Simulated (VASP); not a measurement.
A run of VASP 6.6.1 is set up as follows.

Contents of INCAR:

```
SYSTEM = CdS
ALGO = Normal
EDIFF = 1E-6
ENCUT = 520
GGA = PS
ISIF = 2
ISMEAR = -1
LASPH = .TRUE.
LCHARG = .FALSE.
LREAL = .FALSE.
LWAVE = .FALSE.
NBANDS = 16
NELM = 80
PREC = Accurate
SIGMA = 0.03
```

KPOINTS

```
k-points
0
G
  7 7 7
  0 0 0
```

Contents of POSCAR:

```
CdS
1.0
    0.0000000000      2.9165000000      2.9165000000
    2.9165000000      0.0000000000      2.9165000000
    2.9165000000      2.9165000000      0.0000000000
Cd S
1 1
Direct
    0.0375000000     -0.0125000000     -0.0125000000
    0.2125000000      0.2625000000      0.2625000000
```

Potentials or basis: VASP PAW PBE potentials, release 64 (Cd, S).

The run is started by

```sh
$ cat potpaw_PBE.64/Cd/POTCAR potpaw_PBE.64/S/POTCAR > POTCAR
$ mpirun -np 1 vasp_std > vasp.out
```

What does it give for the pressure?

1.2 GPa.

What does it give for the largest force?

0.706 eV/Å.

Predict the band gap on the k mesh.

1.09 eV, direct.

Stress tensor (GPa, compression positive):
```
 1.21  2.04  2.04
 2.04  1.21 -2.04
 2.04 -2.04  1.21
```

Caveat: the cell differs from its parent crystal (shortest bond scaled by 1.1); the PAW data sets were made with another functional, which shifts forces and pressure a little.
